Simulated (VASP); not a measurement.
TiSi6:

```
CELL_PARAMETERS angstrom
4.88145 0.00000 0.00000
-2.44072 4.22746 0.00000
0.00000 0.00000 4.13632
ATOMIC_POSITIONS crystal
Ti 0.00000 0.00000 0.00000
Si 0.00000 0.33361 0.50000
Si 0.66639 0.66639 0.50000
Si 0.33361 0.00000 0.50000
Si 0.00000 0.66639 0.50000
Si 0.33361 0.33361 0.50000
Si 0.66639 0.00000 0.50000
```

The cell was generated, and may not be a known phase.

```yaml
Program: VASP 6.6.1
Task: relaxation of cell and atoms
Functional: PBE
Potentials_or_basis: VASP PAW PBE potentials, release 64 (Ti_sv, Si)
Cutoff: 600 eV
k_mesh: 6 × 6 × 4
Occupations: gaussian, width 0.1 eV
Spin: no spin polarisation
```

At the start: pressure 272.4 GPa; volume 12.19 Å³/atom.

Where does the relaxation end?

Over 47 steps the energy falls by 8432.4 meV/atom and the volume is 17.38 Å³/atom (+42.6 %); space group P6/mmm (No. 191, to 0.1 Å) before and after.

The path:
| step | energy change (eV) | largest force (eV/Å) | pressure (GPa) | volume (Å³) |
| --- | --- | --- | --- | --- |
| 1 | 0.0000 | 0.7810 | 272.36 | 85.36 |
| 3 | -52.6332 | 1.1961 | -12.72 | 226.59 |
| 5 | -55.6516 | 0.7717 | 17.49 | 141.22 |
| 7 | -57.2260 | 0.2669 | 3.76 | 153.77 |
| 9 | -57.5128 | 0.0699 | -3.10 | 163.36 |
| 11 | -57.9278 | 0.0510 | -1.41 | 153.33 |
| 13 | -58.2121 | 0.8291 | 4.70 | 126.32 |
| 15 | -58.2546 | 0.5182 | 2.72 | 132.09 |
| 17 | -58.3163 | 0.0161 | -0.86 | 134.30 |
| 19 | -58.3165 | 0.0471 | -0.63 | 134.14 |
| 21 | -58.3267 | 0.0876 | 0.34 | 130.97 |
| 23 | -58.3421 | 0.7493 | 6.41 | 119.93 |
| 25 | -58.3388 | 0.3399 | 2.99 | 125.74 |
| 27 | -58.3398 | 0.3524 | 3.07 | 125.58 |
| 29 | -58.3447 | 0.4012 | 3.43 | 124.87 |
| 31 | -58.3797 | 0.5424 | 4.71 | 122.05 |
| 33 | -58.4159 | 0.8724 | 6.45 | 119.03 |
| 35 | -58.4334 | 1.0716 | 7.23 | 117.55 |
| 37 | -58.4871 | 1.0041 | 6.67 | 117.88 |
| 39 | -58.6871 | 0.7345 | 4.45 | 119.35 |
| 41 | -58.9876 | 0.1463 | -1.96 | 125.09 |
| 43 | -59.0159 | 0.0214 | -0.43 | 122.94 |
| 45 | -59.0195 | 0.1016 | 0.30 | 121.96 |
| 47 | -59.0266 | 0.0245 | 0.13 | 121.68 |

Final structure:
```
Ti Si
1.0
     7.14750    0.00000    0.00000
    -3.57375    6.18991    0.00000
     0.00000    0.00000    2.75024
Ti Si
1 6
Direct
  0.00000 0.00000 0.00000
  0.00000 0.33475 0.50000
  0.66525 0.66525 0.50000
  0.33475 0.00000 0.50000
  0.00000 0.66525 0.50000
  0.33475 0.33475 0.50000
  0.66525 0.00000 0.50000
```

Caveat: the k points lie up to 0.57 Å⁻¹ apart in the final cell, too coarse for converged energies and pressures of a metal; the volume moved by over 15 % at a fixed basis, so the end points are rough.
